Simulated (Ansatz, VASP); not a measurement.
This is a calculation of SiO2 for VASP 6.6.1.

The input INCAR:

```
  ALGO = Normal
  EDIFF = 1E-6
  ENCUT = 520
  GGA = PE
  ISIF = 2
  ISMEAR = -1
  LASPH = T
  LCHARG = T
  LELF = T
  LREAL = F
  LVHAR = T
  LWAVE = F
  NBANDS = 44
  NELM = 60
  PREC = Accurate
  SIGMA = 0.05
```

The input KPOINTS:

```
k-points
0
Gamma
  9 9 9
```

Contents of POSCAR:

```
SiO2
1.0
   -2.8378980000      2.8378980000      5.6602100000
    2.8378980000     -2.8378980000      5.6602100000
    2.8378980000      2.8378980000     -5.6602100000
Si O
4 8
Direct
    0.8750000000      0.2636180000      0.8886180000
    0.0136180000      0.6250000000      0.8886180000
    0.7363820000      0.1250000000      0.1113820000
    0.3750000000      0.9863820000      0.1113820000
    0.6337270000      0.1337270000      0.5000000000
    0.4678770000      0.9678770000      0.9357540000
    0.0321230000      0.5321230000      0.0642460000
    0.1162730000      0.1162730000      0.0000000000
    0.8837270000      0.8837270000      0.0000000000
    0.8662730000      0.3662730000      0.5000000000
    0.2821230000      0.7178770000      0.0000000000
    0.7178770000      0.2821230000      0.0000000000
```

Potentials or basis: VASP PAW PBE potentials, release 64 (Si, O).

The run is started by

```console
$ cat potpaw_PBE.64/Si/POTCAR potpaw_PBE.64/O/POTCAR > POTCAR
$ mpirun -np 1 vasp_std > vasp.out
```

Q: Set up the same calculation for Ansatz 0.2.0. Potentials there: Ansatz PAW.

A: As run (the cutoff follows the program's own potentials):

File input.yaml:

```yaml
crystal:
  lattice:
    - [-2.837898, 2.837898, 5.66021]
    - [2.837898, -2.837898, 5.66021]
    - [2.837898, 2.837898, -5.66021]
  atoms:
    - { symbol: Si, position: [0.875, 0.263618, 0.888618] }
    - { symbol: Si, position: [0.013618, 0.625, 0.888618] }
    - { symbol: Si, position: [0.736382, 0.125, 0.111382] }
    - { symbol: Si, position: [0.375, 0.986382, 0.111382] }
    - { symbol: O, position: [0.633727, 0.133727, 0.5] }
    - { symbol: O, position: [0.467877, 0.967877, 0.935754] }
    - { symbol: O, position: [0.032123, 0.532123, 0.064246] }
    - { symbol: O, position: [0.116273, 0.116273, 0.0] }
    - { symbol: O, position: [0.883727, 0.883727, 0.0] }
    - { symbol: O, position: [0.866273, 0.366273, 0.5] }
    - { symbol: O, position: [0.282123, 0.717877, 0.0] }
    - { symbol: O, position: [0.717877, 0.282123, 0.0] }
hamiltonian:
  xc: pbe
  pseudopotentials: { kind: paw }
kpoints:
  mp_grid: { grid: [9, 9, 9] }
scf:
  occupations: { method: fermi_dirac, width: 0.05 }
output:
  forces: true
  stress: true
  eigenvalues: true
```

Potentials or basis: Ansatz PAW.

Launch:

```sh
$ ansatz run input.yaml --threads 4 --pin off --max-ram 11264MiB --backend cpu --events-out ev --progress --plain --runs-dir out
```

Both were run:

|  | VASP | Ansatz | Ansatz less VASP |
| --- | --- | --- | --- |
| gap on the k mesh at the Fermi level (eV) | 4.84 | 4.84 | -0.002 |
| least direct gap on the mesh (eV) | 4.84 | 4.84 | -0.002 |
| pressure (GPa) | 0.1 | -0.1 | -0.13 |
| traceless stress, the component that is largest in VASP (GPa) | -0.03 | -0.21 | -0.183 |
| rms of the force components (eV/Å) | 0.004 | 0.004 | +0.0007 |

Atom by atom the forces differ by 0.003 eV/Å (rms over components).

Noted on Ansatz's run: odd divisions of the mesh miss points on the zone boundary, where band edges often lie, so the gap on the mesh can be too wide.
